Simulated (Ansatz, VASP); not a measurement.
One calculation of Al2Cu, two programs

```
Al Cu
1.0
    -1.96389    1.96389    2.82007
     1.96389   -1.96389    2.82007
     1.96389    1.96389   -2.82007
Al Cu
2 1
Cartesian
  0.0000 1.9639 1.4100
  1.9639 0.0000 1.4100
  0.0000 0.0000 2.8201
```

Change from the starting cell: strain -0.030 along x and y, -0.015 along z, atoms carried along.

Alike in both runs: task single point; functional PBEsol; k mesh 16 × 16 × 16; occupations gaussian, width 0.15 eV; no spin polarisation.

```csv
,VASP,Ansatz
version,VASP 6.6.1,Ansatz 0.2.0
potentials or method,"VASP PAW PBE potentials, release 64 (Al, Cu), cutoff 520 eV","scalar-relativistic, plane waves, PAW"
valence electrons in the cell,17,25
```

```tsv
	VASP	Ansatz	Ansatz less VASP
gap on the k mesh at the Fermi level (eV)	none	none	-
pressure (GPa)	10.0	9.4	-0.59
traceless stress, the component that is largest in VASP (GPa)	-1.25	-1.25	0.000
```

VASP's potentials were made for PBE, not for PBEsol. A gap of «none» marks a metal or a gap that the smearing closes. With one functional, cell and mesh, what is left measures potentials, basis and numerics. VASP's potentials hold 17 valence electrons a cell and Ansatz's 25, so a difference there can come from the potentials and not from the codes.
